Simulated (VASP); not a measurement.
BaTiO3:

```xyz
5
Lattice="3.9941 0.0000 0.0000 0.0000 3.9941 0.0000 0.0000 0.0000 3.9941" Properties=species:S:1:pos:R:3 pbc="T T T"
Ba    1.9970    1.9970    1.9970
Ti    0.0000    0.0000    0.0000
O     1.9970    0.0000    0.0000
O     0.0000    1.9970    0.0000
O     0.0000    0.0000    1.9970
```

Program: VASP 6.6.1. Alike in all runs: potentials or basis VASP PAW PBE potentials, release 64 (Ba_sv, Ti_sv, O); no spin polarisation; cell as given; cutoff (eV) 520.

Question: Order these runs on this cell by their band gap on the k mesh, lowest first.
A. level r2SCAN; k mesh 6 × 6 × 6; smearing gaussian 0.01 eV
B. level PBE; k mesh 6 × 6 × 6; smearing fermi-dirac 0.02 eV
C. level HSE06; k mesh 4 × 4 × 4; smearing gaussian 0.01 eV; grid for exact exchange (PRECFOCK) Fast; share of exact exchange 0.25; screening parameter 0.2079 1/Å
D. level r2SCAN0; k mesh 4 × 4 × 4; smearing gaussian 0.01 eV; grid for exact exchange (PRECFOCK) Fast; share of exact exchange 0.25

Answer: B (1.76 eV), A (2.15 eV), C (3.14 eV), D (4.23 eV).

Caveats: spin-orbit coupling is left out, which moves the levels of the heavy elements.

A k mesh can miss the band edges.
